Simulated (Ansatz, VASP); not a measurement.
## Al3C2 in VASP and in Ansatz

```
CELL_PARAMETERS angstrom
3.99111 0.00000 0.00000
-1.99555 3.45640 0.00000
0.00000 0.00000 4.81889
ATOMIC_POSITIONS crystal
Al 0.00000 0.00000 0.00000
Al 0.33333 0.66667 0.62500
Al 0.66667 0.33333 0.37500
C 0.33333 0.66667 0.13800
C 0.66667 0.33333 0.86200
```

Change from the starting cell: species swapped into the Ga3Ni2 type (P-3m1, No. 164).

Alike in both runs: task single point; functional PBE; k mesh 6 × 6 × 4; occupations gaussian, width 0.1 eV; no spin polarisation.

```csv
,VASP,Ansatz
version,VASP 6.6.1,Ansatz 0.2.0
potentials or method,"VASP PAW PBE potentials, release 64 (Al, C), cutoff 520 eV","scalar-relativistic, plane waves, PAW"
valence electrons in the cell,17,17
```

Ansatz gave:

| Quantity | Value |
| --- | --- |
| gap on the k mesh at the Fermi level (eV) | none |
| pressure (GPa) | -12.4 |
| traceless stress, the component that is largest in VASP (GPa) | -3.18 |
| rms of the force components (eV/Å) | 0.999 |

Q: Which values does VASP return?

A: gap on the k mesh at the Fermi level (eV): none; pressure (GPa): -12.4; traceless stress, the component that is largest in VASP (GPa): -3.16; rms of the force components (eV/Å): 0.998.

Atom by atom the forces differ by 0.001 eV/Å (rms over components). A gap of «none» marks a metal or a gap that the smearing closes.
